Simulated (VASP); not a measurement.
Wanted: the native input for a VASP 6.6.1 run.

- Task: single point
- Functional: r2SCAN
- Potentials or basis: VASP PAW PBE potentials, release 64 (Li_sv, F)
- Cutoff: 520 eV
- k mesh: 12 × 12 × 12
- Occupations: gaussian, width 0.05 eV
- Spin: no spin polarisation
- Dipole correction: no
- Further INCAR settings: ALGO = Normal; EDIFF = 1e-07; NBANDS = 12

LiF:

```
Li F
1.0
     0.10469    2.06768    2.06768
     2.06768    0.10469    2.06768
     2.06768    2.06768    0.10469
Li F
1 1
Direct
  0.00000 0.00000 0.00000
  0.50000 0.50000 0.50000
```

This cell differs from its parent crystal: ratio of the length along [111] to the lengths across it x 1.08, volume and fractional coordinates fixed.

These files were run (other wordings do the same):

POSCAR

```
LiF
1.0
    0.1046928307      2.0676834056      2.0676834056
    2.0676834056      0.1046928307      2.0676834056
    2.0676834056      2.0676834056      0.1046928307
Li F
1 1
Direct
    0.0000000000      0.0000000000      0.0000000000
    0.5000000000      0.5000000000      0.5000000000
```

INCAR.step1

```
SYSTEM = LiF
PREC = Accurate
ENCUT = 520
ISMEAR = 0
SIGMA = 0.05
LREAL = .FALSE.
LASPH = .TRUE.
NELM = 60
NBANDS = 12
GGA = PE
ALGO = Normal
EDIFF = 1E-4
LWAVE = .TRUE.
LCHARG = .FALSE.
```

INCAR.step2

```
SYSTEM = LiF
PREC = Accurate
ENCUT = 520
EDIFF = 1E-7
ISMEAR = 0
SIGMA = 0.05
LREAL = .FALSE.
LASPH = .TRUE.
NELM = 60
ALGO = Normal
ISIF = 2
LWAVE = .FALSE.
LCHARG = .FALSE.
METAGGA = R2SCAN
LMIXTAU = .TRUE.
NBANDS = 12
ISTART = 1
```

KPOINTS

```
Automatic mesh
0
G
  12 12 12
  0 0 0
```

Potentials or basis: VASP PAW PBE potentials, release 64 (Li_sv, F).

Run with:

```bash
$ cat potpaw_PBE.64/Li_sv/POTCAR potpaw_PBE.64/F/POTCAR > POTCAR
$ cp INCAR.step1 INCAR
$ mpirun -np 1 vasp_std > vasp.out
$ cp INCAR.step2 INCAR
$ mpirun -np 1 vasp_std > vasp.out
```

Results of the run:

The band gap on the k mesh is 10.06 eV.

Wall time 47 s on 1 thread of Intel(R) Xeon(R) 6975P-C (Granite Rapids), with other jobs on the host, peak memory 0.15 GiB.
